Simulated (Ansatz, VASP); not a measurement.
# Two plane-wave programs on TiAl3

```
CELL_PARAMETERS angstrom
-1.90777 1.90777 4.27700
1.90777 -1.90777 4.27700
1.90777 1.90777 -4.27700
ATOMIC_POSITIONS crystal
Ti 0.00000 0.00000 0.00000
Al 0.50000 0.50000 0.00000
Al 0.75000 0.25000 0.50000
Al 0.25000 0.75000 0.50000
```

Alike in both runs: functional PBEsol; k mesh 16 × 16 × 16; occupations gaussian, width 0.1 eV; no spin polarisation.

Ansatz relaxed the structure, and its values are those at the end. VASP's run is a single point on that final structure, the one shown.

```csv
,VASP,Ansatz
version,VASP 6.6.1,Ansatz 0.2.0
potentials or method,"VASP PAW PBE potentials, release 64 (Ti_sv, Al), cutoff 520 eV","scalar-relativistic, plane waves, PAW"
valence electrons in the cell,21,21
```

|  | VASP | Ansatz | Ansatz less VASP |
| --- | --- | --- | --- |
| gap on the k mesh at the Fermi level (eV) | none | none | - |
| pressure (GPa) | 0.1 | 0.0 | -0.07 |

VASP's potentials were made for PBE, not for PBEsol. A gap of «none» marks a metal or a gap that the smearing closes.
